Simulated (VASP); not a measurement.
A run of VASP 6.6.1:

POSCAR

```
La2AlCo2C
1.0
   -2.0975425979      3.0193610938      4.5052615358
    2.0975425979     -3.0193610938      4.5052615358
    2.0975425979      3.0193610938     -4.5052615358
La Al Co C
2 1 2 1
Direct
    0.1909634265      0.6909634265      0.5000000000
    0.8090365735      0.3090365735      0.5000000000
    0.5000000000      0.5000000000      0.0000000000
    0.2908887998      0.0000000000      0.2908887998
    0.7091112002      0.0000000000      0.7091112002
    0.0000000000      0.0000000000      0.0000000000
```

Contents of INCAR.step1:

```
  PREC = Accurate
  ENCUT = 520
  ISMEAR = 0
  SIGMA = 0.1
  LREAL = False
  LASPH = True
  NELM = 100
  NBANDS = 32
  GGA = PE
  ALGO = Normal
  EDIFF = 1E-4
  LWAVE = True
  LCHARG = False
```

File INCAR.step2:

```
  PREC = Accurate
  ENCUT = 520
  EDIFF = 1E-7
  ISMEAR = 0
  SIGMA = 0.1
  LREAL = False
  LASPH = True
  NELM = 100
  ALGO = Normal
  ISIF = 2
  LWAVE = False
  LCHARG = True
  METAGGA = R2SCAN
  LMIXTAU = True
  LELF = True
  LVHAR = True
  NBANDS = 32
  ISTART = 1
```

Contents of KPOINTS:

```
Automatic mesh
0
Gamma
  6 6 6
```

Potentials or basis: VASP PAW PBE potentials, release 64 (La, Al, Co, C).

Run with:

```bash
$ cat potpaw_PBE.64/La/POTCAR potpaw_PBE.64/Al/POTCAR potpaw_PBE.64/Co/POTCAR potpaw_PBE.64/C/POTCAR > POTCAR
$ cp INCAR.step1 INCAR
$ mpirun -np 1 vasp_std > vasp.out
$ cp INCAR.step2 INCAR
$ mpirun -np 1 vasp_std > vasp.out
```

Hardware: 1 thread of AMD EPYC 7R43 64-Core Processor (Zen 3), with other jobs on the host.

Question: How long does it take, and how much memory?

Answer: Wall time 28 min on 1 thread of AMD EPYC 7R43 64-Core Processor (Zen 3) (shared host), peak memory 0.47 GiB. Counts: k points 46.
